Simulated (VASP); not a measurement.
# Si in VASP: a series of runs, part 2 of 2

VASP 6.6.1. The steps go on from the part before.

## Step 5: Single point, PBE+D3(BJ)

INCAR

```
SYSTEM = Si
PREC     = Accurate       ! precision mode
ENCUT    = 520            ! plane-wave cutoff, eV
EDIFF    = 1E-6           ! SCF threshold, eV
ISMEAR   = 0              ! smearing method
SIGMA    = 0.1            ! smearing width, eV
LREAL    = .FALSE.        ! projectors in reciprocal space
LASPH    = .TRUE.         ! aspherical terms in the spheres
NELM     = 100            ! most SCF steps
ALGO     = Normal         ! electronic algorithm
ISIF     = 2              ! what is computed and relaxed
LWAVE    = .FALSE.        ! write WAVECAR
LCHARG   = .FALSE.        ! write CHGCAR
LDIPOL   = .TRUE.       
IDIPOL   = 3            
DIPOL    = 0.5 0.5 0.397
GGA      = PE             ! functional
IVDW     = 12             ! dispersion correction
NBANDS   = 16             ! bands
```

KPOINTS

```
regular mesh
0
G
  9 9 1
  0 0 0
```

POSCAR

```
Si
1.0
    3.8472023583      0.0000000000      0.0000000000
   -1.9236011791      3.3317749758      0.0000000000
    0.0000000000      0.0000000000     18.4446971457
Si
4
Direct
    0.3333333333      0.6666666667      0.2695814701
    0.6666666667      0.3333333333      0.2439725610
    0.5555555556      0.4444444444      0.5500061652
    0.8888888889      0.1111111111      0.5243972561
```

Potentials or basis: VASP PAW PBE potentials, release 64 (Si).

Started as:

```console
cat potpaw_PBE.64/Si/POTCAR > POTCAR
mpirun -np 1 vasp_std > vasp.out
```

OUTCAR:

```text
SYSTEM = Si
   PREC = Accurate
   ENCUT = 520
   EDIFF = 1E-6
   ISMEAR = 0
   LREAL = .FALSE.
   LASPH = .TRUE.
   NELM = 100
   ISIF = 2
   GGA = PE
   IVDW = 12
 IVDW          = 12

 ion  position               nearest neighbor table
   1  0.333  0.667  0.270-   2 2.27   2 2.27   2 2.27
   2  0.667  0.333  0.244-   1 2.27   1 2.27   1 2.27
   3  0.556  0.444  0.550-   4 2.27   4 2.27   4 2.27
   4  0.889  0.111  0.524-   3 2.27   3 2.27   3 2.27

  LATTYP: Found a hexagonal cell.
 ALAT       =     3.8472023583
 C/A-ratio  =     4.7943142647

  Lattice vectors:

 A1 = (   3.8472023583,   0.0000000000,   0.0000000000)
 A2 = (  -1.9236011791,   3.3317749758,   0.0000000000)
 A3 = (   0.0000000000,   0.0000000000,  18.4446971457)

Analysis of symmetry for initial positions (statically):
=====================================================================
 Subroutine PRICEL returns:
 Original cell was already a primitive cell.

 Routine SETGRP: Setting up the symmetry group for a
 hexagonal supercell.

 Subroutine GETGRP returns: Found  4 space group operations
 (whereof  2 operations were pure point group operations)
 out of a pool of 24 trial point group operations.

The static configuration has the point symmetry C_1h.
 The point group associated with its full space group is C_2h.

Analysis of symmetry for dynamics (positions and initial velocities):
=====================================================================
 Subroutine PRICEL returns:
 Original cell was already a primitive cell.

 Routine SETGRP: Setting up the symmetry group for a
 hexagonal supercell.

 Subroutine GETGRP returns: Found  4 space group operations
 (whereof  2 operations were pure point group operations)
 out of a pool of 24 trial point group operations.

The dynamic configuration has the point symmetry C_1h.
 The point group associated with its full space group is C_2h.

 Subroutine INISYM returns: Found  4 space group operations
[... 129 lines left out ...]
   LEPSILON=     F    determine dielectric tensor
   LRPA    =     F    only Hartree local field effects (RPA)
 non-spin polarized calculation
 Gauss-broadening in eV      SIGMA  =   0.10
  energy-cutoff  :      520.00
  volume of cell :      236.42
 maximum number of plane-waves:      6399
 NGX is ok and might be reduce to    30
   NGX = 15   NGY = 15   NGZ = 69

 dipolmoment           0.000000      0.000000      0.000007 electrons x Angstroem

 number of electron      16.0000001 magnetization

 dipolmoment           0.000000      0.000000     -0.000001 electrons x Angstroem

 Free energy of the ion-electron system (eV)
  ---------------------------------------------------
  ext. energy  EPLUGINS =         0.00000000
  ---------------------------------------------------
  free energy    TOTEN  =       -19.13973998 eV

  energy without entropy =      -19.13722396  energy(sigma->0) =      -19.13848197

 E-fermi :  -0.9908     XC(G=0):  -4.3169

 val. band max:       -1.0787513309   @ k =   0.3333   0.3333   0.0000
 cond. band min:      -0.9076527756   @ k =   0.3333   0.3333   0.0000
 fundamental gap:      0.1710985553
 Fermi energy:        -0.9907894785

 k-point     1 :       0.0000    0.0000    0.0000
  band No.  band energies     occupation
      1     -12.1030      2.00000
      2     -12.0783      2.00000
      3      -4.3671      2.00000
      4      -4.0147      2.00000
      5      -2.1760      2.00000
      6      -2.1757      2.00000
[... 433 lines left out ...]
      3      -8.0548      2.00000
      4      -8.0428      2.00000
      5      -5.0476      2.00000
      6      -5.0299      2.00000
[... 8 lines left out ...]
     15       4.6347      0.00000
     16       5.1438      0.00000

 [... further k-points ...]

------------------------ aborting loop because EDIFF is reached ----------------------------------------

 vacuum level on the upper side and lower side of the slab       (xc-potential included)        -0.150        -0.148

 Edisp (eV)   -0.88155

 E8    (eV) :    -0.3734

  FORCE on cell =-STRESS in cart. coord.  units (eV):
  Direction    XX          YY          ZZ          XY          YZ          ZX
  --------------------------------------------------------------------------------------
  -------------------------------------------------------------------------------------
  Total      -0.08768    -0.09787    -0.56486    -0.00883     0.00504    -0.00872
  in kB      -0.59415    -0.66323    -3.82792    -0.05982     0.03412    -0.05910
  external pressure =       -1.70 kB  Pullay stress =        0.00 kB

 VOLUME and BASIS-vectors are now :
 -----------------------------------------------------------------------------
  energy-cutoff  :      520.00
  volume of cell :      236.42
      direct lattice vectors                 reciprocal lattice vectors
     3.847202358  0.000000000  0.000000000     0.259929140  0.150070159  0.000000000
    -1.923601179  3.331774976  0.000000000     0.000000000  0.300140318  0.000000000
     0.000000000  0.000000000 18.444697146     0.000000000  0.000000000  0.054216125

 POSITION                                       TOTAL-FORCE (eV/Angst)
 -----------------------------------------------------------------------------------
     -0.00000      2.22118      4.97235         0.002928     -0.001691      0.066998
      1.92360      1.11059      4.50000        -0.000875      0.000505      0.039719
      1.28240      1.48079     10.14470         0.000875     -0.000505     -0.039719
      3.20600      0.37020      9.67235        -0.002928      0.001691     -0.066998
 -----------------------------------------------------------------------------------
    total drift:                                0.000000     -0.000000     -0.000005

  FREE ENERGIE OF THE ION-ELECTRON SYSTEM (eV)
  ---------------------------------------------------
  free  energy   TOTEN  =       -20.0212852687 eV

  energy  without entropy=      -20.0187692566  energy(sigma->0) =      -20.02002726

 vacuum level on the upper side and lower side of the slab         3.507         3.509
```

OSZICAR:

```text
N       E                     dE             d eps       ncg     rms          rms(c)
DAV:   1     0.578794004762E+02    0.57879E+02   -0.47789E+03   800   0.704E+02
DAV:   2    -0.147628154834E+02   -0.72642E+02   -0.64998E+02  1072   0.118E+02
DAV:   3    -0.196353328687E+02   -0.48725E+01   -0.48120E+01  1136   0.314E+01
DAV:   4    -0.197683241329E+02   -0.13299E+00   -0.13277E+00  1112   0.679E+00
[... 14 lines left out ...]
DAV:  19    -0.191397221480E+02   -0.44999E-04   -0.14105E-05  1000   0.180E-02    0.752E-03
DAV:  20    -0.191397332516E+02   -0.11104E-04   -0.18826E-06   936   0.723E-03    0.398E-03
DAV:  21    -0.191397372137E+02   -0.39621E-05   -0.38546E-07   864   0.354E-03    0.261E-03
DAV:  22    -0.191397399137E+02   -0.27000E-05   -0.16475E-07   760   0.219E-03    0.118E-03
DAV:  23    -0.191397399751E+02   -0.61424E-07   -0.27106E-08   936   0.114E-03
   1 F= -.20021285E+02 E0= -.20020027E+02  d E =-.251601E-02
```

Wall time 74 s (1 thread of AMD EPYC 9R45 (Zen 5), shared host); peak memory 0.33 GiB.

What came out:

| Property | Result |
| --- | --- |
| Free energy | -20.0213 eV |
| Largest force | 0.067 eV/Å |
| Band gap on the k mesh | 0.17 eV, direct |
| Dispersion energy per atom | -0.220 eV |

Forces in eV/Å, atoms in the order of the input:
```
Si   0.003 -0.002  0.067
Si  -0.001  0.001  0.040
Si   0.001 -0.001 -0.040
Si  -0.003  0.002 -0.067
```

Levels at points of the mesh, in eV from the valence-band top:
```tsv
k point	band 6	band 7	band 8	band 9	band 10	band 11
(0.00, 0.00, 0.00)	-1.10	-1.09	-1.09	2.15	2.15	2.28
```
